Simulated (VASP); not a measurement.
# TaN (P-6m2) in VASP: further runs

The runs below take TaN through single point, with PBE.

Program: VASP 6.6.1. These are calculated values, not measurements. Logs are shortened: lines on timing, memory, paths and dates and some standing lists are left out, and cuts for length are marked.

**1. The cell of the first run**

The structure is hexagonal, space group P-6m2 (No. 187). Conventional cell: a = 2.938 Å, b = 2.938 Å, c = 2.883 Å, α = 90.00°, β = 90.00°, γ = 120.00°. Within 2.9 Å of Ta (site symmetry -6m2) lie 6 N at 2.23 Å and 2 Ta at 2.88 Å. Within 2.9 Å of N (site symmetry -6m2) lie 6 Ta at 2.23 Å and 2 N at 2.88 Å.

**2. Single point, PBE**

The input, INCAR:

```
PREC = Accurate
ENCUT = 520
EDIFF = 1E-7
ISMEAR = 1
SIGMA = 0.15
LREAL = F
LASPH = T
NELM = 100
ALGO = Normal
ISIF = 2
LWAVE = F
LCHARG = F
GGA = PE
NBANDS = 15
```

The input, KPOINTS:

```
regular mesh
0
Gamma
  3 3 3
```

The input, POSCAR:

```
TaN
1.0
    2.9380000000      0.0000000000      0.0000000000
   -1.4690000000      2.5443826363      0.0000000000
    0.0000000000      0.0000000000      2.8830000000
Ta N
1 1
Direct
    0.3333330000      0.6666670000      0.5000000000
    0.0000000000      0.0000000000      0.0000000000
```

Potentials or basis: VASP PAW PBE potentials, release 64 (Ta_pv, N).

The run is started by

```sh
> cat potpaw_PBE.64/Ta_pv/POTCAR potpaw_PBE.64/N/POTCAR > POTCAR
> mpirun -np 1 vasp_std > vasp.out
```

OUTCAR:

```text
PREC = Accurate
   ENCUT = 520
   EDIFF = 1E-7
   ISMEAR = 1
   LREAL = F
   LASPH = T
   NELM = 100
   ISIF = 2
   GGA = PE

 ion  position               nearest neighbor table
   1  0.333  0.667  0.500-   2 2.23   2 2.23   2 2.23   2 2.23   2 2.23   2 2.23
   2  0.000  0.000  0.000-   1 2.23   1 2.23   1 2.23   1 2.23   1 2.23   1 2.23

  LATTYP: Found a hexagonal cell.
 ALAT       =     2.9380000000
 C/A-ratio  =     0.9812797822

  Lattice vectors:

 A1 = (   2.9380000000,   0.0000000000,   0.0000000000)
 A2 = (  -1.4690000000,   2.5443826363,   0.0000000000)
 A3 = (   0.0000000000,   0.0000000000,   2.8830000000)

Analysis of symmetry for initial positions (statically):
=====================================================================
 Subroutine PRICEL returns:
 Original cell was already a primitive cell.

 Routine SETGRP: Setting up the symmetry group for a
 hexagonal supercell.

 Subroutine GETGRP returns: Found 12 space group operations
 (whereof 12 operations were pure point group operations)
 out of a pool of 24 trial point group operations.

The static configuration has the point symmetry D_3h.

Analysis of symmetry for dynamics (positions and initial velocities):
=====================================================================
 Subroutine PRICEL returns:
 Original cell was already a primitive cell.

 Routine SETGRP: Setting up the symmetry group for a
 hexagonal supercell.

 Subroutine GETGRP returns: Found 12 space group operations
 (whereof 12 operations were pure point group operations)
 out of a pool of 24 trial point group operations.

The dynamic configuration has the point symmetry D_3h.

 Subroutine INISYM returns: Found 12 space group operations
 (whereof 12 operations are pure point group operations),
 and found     1 'primitive' translations

----------------------------------------------------------------------------------------

                                     Primitive cell

  volume of cell :      21.5516

  direct lattice vectors                    reciprocal lattice vectors
     2.938000000  0.000000000  0.000000000     0.340367597  0.196511324  0.000000000
    -1.469000000  2.544382636  0.000000000     0.000000000  0.393022648  0.000000000
     0.000000000  0.000000000  2.883000000     0.000000000  0.000000000  0.346860909

  length of vectors
     2.938000000  2.938000000  2.883000000     0.393022648  0.393022648  0.346860909

  position of ions in fractional coordinates (direct lattice)
     0.333333000  0.666667000  0.500000000
     0.000000000  0.000000000  0.000000000

  ion indices of the primitive-cell ions
   primitive index   ion index
                 1           1
                 2           2

----------------------------------------------------------------------------------------

 KPOINTS: regular mesh

Automatic generation of k-mesh.
 Grid dimensions read from file:
 generate k-points for:    3    3    3

 Generating k-lattice:

  Cartesian coordinates                     Fractional coordinates (reciprocal lattice)
     0.113455866  0.065503775  0.000000000     0.333333333 -0.000000000  0.000000000
     0.000000000  0.131007549  0.000000000     0.000000000  0.333333333  0.000000000
     0.000000000  0.000000000  0.115620303     0.000000000  0.000000000  0.333333333

  Length of vectors
     0.131007549  0.131007549  0.115620303

  Shift w.r.t. Gamma in fractional coordinates (k-lattice)
     0.000000000  0.000000000  0.000000000

 Subroutine IBZKPT returns following result:
 ===========================================

 Found      6 irreducible k-points:

 Following reciprocal coordinates:
            Coordinates               Weight
  0.000000  0.000000  0.000000      1.000000
  0.333333  0.000000  0.000000      6.000000
  0.333333  0.333333  0.000000      2.000000
  0.000000  0.000000  0.333333      2.000000
  0.333333  0.000000  0.333333     12.000000
  0.333333  0.333333  0.333333      4.000000
   k-points           NKPTS =      6   k-points in BZ     NKDIM =      6   number of bands    NBANDS=     15
   number of dos      NEDOS =    301   number of ions     NIONS =      2
   total plane-waves  NPLWV =  13824
   dimension x,y,z NGX =    24 NGY =   24 NGZ =   24
   dimension x,y,z NGXF=    48 NGYF=   48 NGZF=   48
   ions per type =               1   1
   NGX,Y,Z   is equivalent  to a cutoff of  13.58, 13.58, 13.84 a.u.
   NGXF,Y,Z  is equivalent  to a cutoff of  27.16, 27.16, 27.68 a.u.
 SYSTEM =  unknown system
   PREC   = accura    normal or accurate (medium, high low for compatibility)
   ISTART =      0    job   : 0-new  1-cont  2-samecut
   ICHARG =      2    charge: 1-file 2-atom 10-const
   ISPIN  =      1    spin polarized calculation?
   LNONCOLLINEAR =      F non collinear calculations
   LSORBIT =      F    spin-orbit coupling
   LASPH  =      T    aspherical Exc in radial PAW
   ENCUT  =  520.0 eV  38.22 Ry    6.18 a.u.   5.46  5.46  5.36*2*pi/ulx,y,z
   NELM   =    100;   NELMIN=  2; NELMDL= -5     # of ELM steps
   EDIFF  = 0.1E-06   stopping-criterion for ELM
   LREAL  =      F    real-space projection
   EDIFFG = 0.1E-05   stopping-criterion for IOM
   NSW    =      0    number of steps for IOM
   IBRION =     -1    ionic relax: 0-MD 1-quasi-New 2-CG
   NFREE  =      0    steps in history (QN), initial steepest desc. (CG)
   ISIF   =      2    stress and relaxation
   ISYM   =      2    0-nonsym 1-usesym 2-fastsym
   POTIM  = 0.5000    time-step for ionic-motion
   TEBEG  =    0.0;   TEEND  =   0.0 temperature during run
   PSTRESS=    0.0 pullay stress
   NELECT =      16.0000    total number of electrons
   NUPDOWN=      -1.0000    fix difference up-down
   EMIN   =  10.00;   EMAX   =-10.00  energy-range for DOS
   EFERMI =   0.00;   METHOD = LEGACY
   ISMEAR =     1;   SIGMA  =   0.15  broadening in eV -4-tet -1-fermi 0-gaus
   EFERMI_NEDOS =   21; number of points for ismear=-14 and -15
   IALGO  =     38    algorithm
   IMIX   =      4    mixing-type and parameters
     AMIX     =   0.40;   BMIX     =  1.00
     AMIX_MAG =   1.60;   BMIX_MAG =  1.00
  volume/ion in A,a.u.               =      10.78        72.72
  Fermi-wavevector in a.u.,A,eV,Ry     =   1.482365  2.801264 29.897531  2.197407
  Thomas-Fermi vector in A             =   2.596160
   LORBIT       =      0    0 simple, 1 ext, 2 COOP (PROOUT), +10 PAW based schemes
   GGA     = PE    functional components
   LHFCALC =     F    Hartree Fock is set to
   AEXX    =    0.0000 exact exchange contribution
   IVDW    =     0    specifies the selected vdW correction
   LEPSILON=     F    determine dielectric tensor
   LRPA    =     F    only Hartree local field effects (RPA)
 non-spin polarized calculation
 Methfessel and Paxton  Order N= 1 SIGMA  =   0.15
  energy-cutoff  :      520.00
  volume of cell :       21.55
 maximum number of plane-waves:       599
 NGX is ok and might be reduce to    24
   NGX = 11   NGY = 11   NGZ = 11

 number of electron      16.0000001 magnetization

 Free energy of the ion-electron system (eV)
  ---------------------------------------------------
  ext. energy  EPLUGINS =         0.00000000
  ---------------------------------------------------
  free energy    TOTEN  =       -22.11166933 eV

  energy without entropy =      -22.10501083  energy(sigma->0) =      -22.10944983

 E-fermi :   8.5156     XC(G=0): -13.3420

 val. band max:        8.5097176513   @ k =   0.0000   0.0000   0.3333
 cond. band min:       9.2045454831   @ k =   0.0000   0.0000   0.3333
 fundamental gap:      0.6948278318
 Fermi energy:         8.5155513520

 k-point     1 :       0.0000    0.0000    0.0000
  band No.  band energies     occupation
      1     -26.6786      2.00000
      2     -26.2861      2.00000
      3     -26.2861      2.00000
      4      -9.4984      2.00000
      5       3.7317      2.00000
      6       3.7317      2.00000
      7       4.0105      2.00000
      8       5.3638      2.00000
      9      10.4709     -0.00000
     10      11.8864      0.00000
     11      11.8864      0.00000
     12      12.2296      0.00000
     13      12.2296      0.00000
     14      21.3576      0.00000
     15      21.7000      0.00000

 k-point     2 :       0.3333    0.0000    0.0000
  band No.  band energies     occupation
      1     -27.0748      2.00000
      2     -26.5727      2.00000
      3     -26.4616      2.00000
      4      -7.8213      2.00000
      5       0.6606      2.00000
      6       3.5453      2.00000
      7       4.8283      2.00000
      8       5.1507      2.00000
      9      10.8237     -0.00000
     10      11.4716     -0.00000
     11      12.7996      0.00000
     12      13.4295      0.00000
     13      14.5426      0.00000
     14      21.5897      0.00000
     15      21.7849      0.00000

 k-point     3 :       0.3333    0.3333    0.0000
  band No.  band energies     occupation
      1     -27.0578      2.00000
      2     -26.9563      2.00000
      3     -26.5191      2.00000
      4      -6.8235      2.00000
      5       0.6690      2.00000
      6       2.5724      2.00000
      7       3.1179      2.00000
      8       8.4206      1.86839
      9       9.3108     -0.00000
     10       9.7890     -0.00000
     11      10.8038     -0.00000
     12      15.8028      0.00000
     13      20.6472      0.00000
     14      21.6572      0.00000
     15      22.3859      0.00000

 k-point     4 :       0.0000    0.0000    0.3333
  band No.  band energies     occupation
      1     -27.3811      2.00000
      2     -26.2252      2.00000
      3     -26.2252      2.00000
      4      -7.6716      2.00000
      5       0.1398      2.00000
      6       4.3567      2.00000
      7       4.3567      2.00000
      8       8.5097      1.06584
      9       8.5097      1.06577
     10       9.2045     -0.00000
     11      12.3523      0.00000
     12      12.3524      0.00000
     13      13.4214      0.00000
     14      20.7555      0.00000
     15      21.6506      0.00000

 k-point     5 :       0.3333    0.0000    0.3333
  band No.  band energies     occupation
      1     -27.2093      2.00000
      2     -26.9585      2.00000
      3     -26.3910      2.00000
      4      -7.4228      2.00000
      5       0.7541      2.00000
      6       2.7623      2.00000
      7       3.3844      2.00000
      8       6.8128      2.00000
      9      11.0618     -0.00000
     10      11.3347     -0.00000
     11      13.0828      0.00000
     12      14.5435      0.00000
     13      17.5049      0.00000
     14      21.2436      0.00000
     15      21.6462      0.00000

 k-point     6 :       0.3333    0.3333    0.3333
  band No.  band energies     occupation
      1     -27.1178      2.00000
      2     -26.9382      2.00000
      3     -26.8623      2.00000
      4      -7.2879      2.00000
      5       0.5736      2.00000
      6       1.9678      2.00000
      7       3.3793      2.00000
      8       7.7853      2.00000
      9      12.0213      0.00000
     10      12.8704      0.00000
     11      14.2196      0.00000
     12      14.5862      0.00000
     13      17.8352      0.00000
     14      20.6733      0.00000
     15      21.6426      0.00000

------------------------ aborting loop because EDIFF is reached ----------------------------------------

  FORCE on cell =-STRESS in cart. coord.  units (eV):
  Direction    XX          YY          ZZ          XY          YZ          ZX
  --------------------------------------------------------------------------------------
  -------------------------------------------------------------------------------------
  Total        1.4010459      1.4010459      0.8120152      0.0000000      0.0000000      0.0000000
  in kB      104.1559515    104.1559515     60.3664824      0.0000000      0.0000000      0.0000000
  external PRESSURE =      89.5594618 kB  Pullay stress =       0.0000000 kB

 VOLUME and BASIS-vectors are now :
 -----------------------------------------------------------------------------
  energy-cutoff  :      520.00
  volume of cell :       21.55
      direct lattice vectors                 reciprocal lattice vectors
     2.938000000  0.000000000  0.000000000     0.340367597  0.196511324  0.000000000
    -1.469000000  2.544382636  0.000000000     0.000000000  0.393022648  0.000000000
     0.000000000  0.000000000  2.883000000     0.000000000  0.000000000  0.346860909

 POSITION                                       TOTAL-FORCE (eV/Angst)
 -----------------------------------------------------------------------------------
     -0.00000      1.69626      1.44150         0.000000     -0.000000      0.000000
      0.00000      0.00000      0.00000        -0.000000      0.000000      0.000000
 -----------------------------------------------------------------------------------
    total drift:                                0.000289     -0.000167      0.000000

  FREE ENERGIE OF THE ION-ELECTRON SYSTEM (eV)
  ---------------------------------------------------
  free  energy   TOTEN  =       -22.1116693254 eV

  energy  without entropy=      -22.1050108345  energy(sigma->0) =      -22.10944983
```

It took 5.5 s on 1 thread of Intel Xeon 8259CL, shared host; peak memory 0.13 GiB.

What came out:

```yaml
Free_energy: -22.1117 eV
Pressure: 9.0 GPa
Band_gap_on_the_k_mesh: zero (filled and empty bands touch)
```

Stress tensor (GPa, compression positive):
```
10.42  0.00  0.00
 0.00 10.42  0.00
 0.00  0.00  6.04
```

Levels at points of the mesh, in eV from the Fermi level:
| k point | band 6 | band 7 | band 8 | band 9 | band 10 | band 11 |
| --- | --- | --- | --- | --- | --- | --- |
| (0.00, 0.00, 0.00) | -4.78 | -4.51 | -3.15 | 1.96 | 3.37 | 3.37 |

Caveat: the k points lie up to 0.82 Å⁻¹ apart; spin-orbit coupling is left out, which moves the levels of the heavy elements.

**3. Single point, PBE**

The input, INCAR:

```
SYSTEM = TaN
PREC = Accurate ; ENCUT = 520
EDIFF = 1E-7 ; ISMEAR = 1
SIGMA = 0.15 ; LREAL = .FALSE.
LASPH = .TRUE. ; NELM = 80
ALGO = Normal ; ISIF = 2
LWAVE = .FALSE. ; LCHARG = .TRUE.
GGA = PE ; LELF = .TRUE.
LVHAR = .TRUE. ; NBANDS = 15
```

The input, KPOINTS:

```
Automatic mesh
0
G
  5 5 5
  0 0 0
```

POSCAR is that of step 2.

Potentials or basis: VASP PAW PBE potentials, release 64 (Ta_pv, N).

The run is started by

```sh
> cat potpaw_PBE.64/Ta_pv/POTCAR potpaw_PBE.64/N/POTCAR > POTCAR
> mpirun -np 1 vasp_std > vasp.out
```

It took 7.3 s on 1 thread of Intel Xeon 8259CL, shared host; peak memory 0.14 GiB.

It converged, with:

```yaml
Free_energy: -22.4523 eV
Pressure: 5.3 GPa
Band_gap_on_the_k_mesh: zero (filled and empty bands touch)
```

Stress tensor (GPa, compression positive):
```
5.10 0.00 0.00
0.00 5.10 0.00
0.00 0.00 5.64
```

Levels at points of the mesh, in eV from the Fermi level:
```tsv
k point	band 5	band 6	band 7	band 8	band 9	band 10	band 11	band 12
(0.00, 0.00, 0.00)	-4.56	-4.56	-4.20	-2.92	2.21	3.58	3.58	4.01
```

Caveat: the k points lie up to 0.49 Å⁻¹ apart; spin-orbit coupling is left out, which moves the levels of the heavy elements.

**4. Single point, PBE**

The input, INCAR:

```
ALGO = Normal
EDIFF = 1E-6
ENCUT = 520
GGA = PE
ISIF = 2
ISMEAR = 1
LASPH = True
LCHARG = False
LREAL = False
LWAVE = False
NBANDS = 15
NELM = 80
PREC = Accurate
SIGMA = 0.15
```

The input, KPOINTS:

```
k-points
0
Gamma
  11 11 10
```

POSCAR is that of step 3.

The run is started by

```sh
> cat potpaw_PBE.64/Ta_pv/POTCAR potpaw_PBE.64/N/POTCAR > POTCAR
> mpirun -np 1 vasp_std > vasp.out
```

Wall time 30 s (1 thread of Intel Xeon 8259CL, shared host); peak memory 0.16 GiB.

It converged, with:

| Item | Value |
| --- | --- |
| Free energy | -22.4405 eV |
| Pressure | 5.4 GPa |
| Band gap on the k mesh | zero (band 8 reaches 8.67 eV, above the bottom of band 9 at 8.17 eV) |

Stress tensor (GPa, compression positive):
```
5.01 0.00 0.00
0.00 5.01 0.00
0.00 0.00 6.15
```

Levels at points of the mesh, in eV from the Fermi level:
```
           k point  band 6  band 7  band 8  band 9  band 10  band 11
(0.00, 0.00, 0.00)   -4.64   -4.28   -3.00    2.14     3.51     3.51
(0.00, 0.00, 0.50)   -3.83   -3.83   -0.16   -0.16     2.33     3.26
```

Caveat: spin-orbit coupling is left out, which moves the levels of the heavy elements.

**5. Overview**

| k mesh | gap on the mesh (eV) | pressure (GPa) |
| --- | --- | --- |
| 3 × 3 × 3 | none | 9.0 |
| 5 × 5 × 5 | none | 5.3 |
| 11 × 11 × 10 | none | 5.4 |

Alike in all rows: task single point; level PBE; potentials or basis VASP PAW PBE potentials, release 64 (Ta_pv, N); no spin polarisation; cell as given; cutoff (eV) 520; smearing methfessel-paxton 0.15 eV.

Caveats: some runs use coarse meshes; spin-orbit coupling is left out, which moves the levels of the heavy elements.

Total energies depend on the potentials used, so only differences within one code and one set of settings carry meaning.
